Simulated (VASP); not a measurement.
LiGe2As3:

```
CELL_PARAMETERS angstrom
3.59726 0.00000 0.00000
-1.79863 3.11532 0.00000
0.00000 0.00000 8.87439
ATOMIC_POSITIONS crystal
Li 0.00000 0.00000 0.00000
Ge 0.33333 0.66667 0.34617
Ge 0.66667 0.33333 0.65383
As 0.66667 0.33333 0.19234
As 0.00000 0.00000 0.50000
As 0.33333 0.66667 0.80766
```

| Property | Result |
| --- | --- |
| Program | VASP 6.6.1 |
| Task | relaxation of cell and atoms |
| Functional | PBE |
| Potentials or basis | VASP PAW PBE potentials, release 64 (Li_sv, Ge_d, As) |
| Cutoff | 600 eV |
| k mesh | 6 × 6 × 2 |
| Occupations | gaussian, width 0.1 eV |
| Spin | no spin polarisation |

At the start: pressure 19.1 GPa; volume 16.58 Å³/atom.

**Question.** How do energy, volume and symmetry change on relaxing?

**Answer.** Over 15 steps the energy falls by 236.1 meV/atom and the volume is 19.87 Å³/atom (+19.9 %); space group P-3m1 (No. 164, to 0.05 Å).

The path:
```
step  energy change (eV)  largest force (eV/Å)  pressure (GPa)  volume (Å³)
   1              0.0000                1.6253           19.07        99.45
   2             -1.0845                0.7074           -4.92       130.59
   3             -1.2304                0.8607           -0.74       120.79
   4             -1.3297                0.5382           -0.33       120.17
   5             -1.4016                0.1955            0.88       119.01
   6             -1.4018                0.2152            0.96       118.93
   7             -1.4106                0.0450           -0.47       121.40
   8             -1.4111                0.0740           -0.24       120.93
   9             -1.4111                0.0767           -0.19       120.88
  10             -1.4124                0.0672           -0.09       120.58
  11             -1.4140                0.0678            0.13       119.90
  12             -1.4146                0.0762            0.53       118.55
  13             -1.4148                0.0804            0.40       119.04
  14             -1.4156                0.0640            0.31       119.09
  15             -1.4166                0.0096            0.04       119.24
```

Final structure:
```
CELL_PARAMETERS angstrom
3.67509 0.00000 0.00000
-1.83755 3.18272 0.00000
0.00000 0.00000 10.19461
ATOMIC_POSITIONS crystal
Li 0.00000 0.00000 0.00000
Ge 0.33333 0.66667 0.32637
Ge 0.66667 0.33333 0.67363
As 0.66667 0.33333 0.18290
As 0.00000 0.00000 0.50000
As 0.33333 0.66667 0.81710
```

Caveat: the cutoff is under 1.25 times the usual one of these potentials, so pressure, stress and relaxed cells hold a basis-set (Pulay) error; the volume moved by over 15 % at a fixed basis, so the end points are rough.
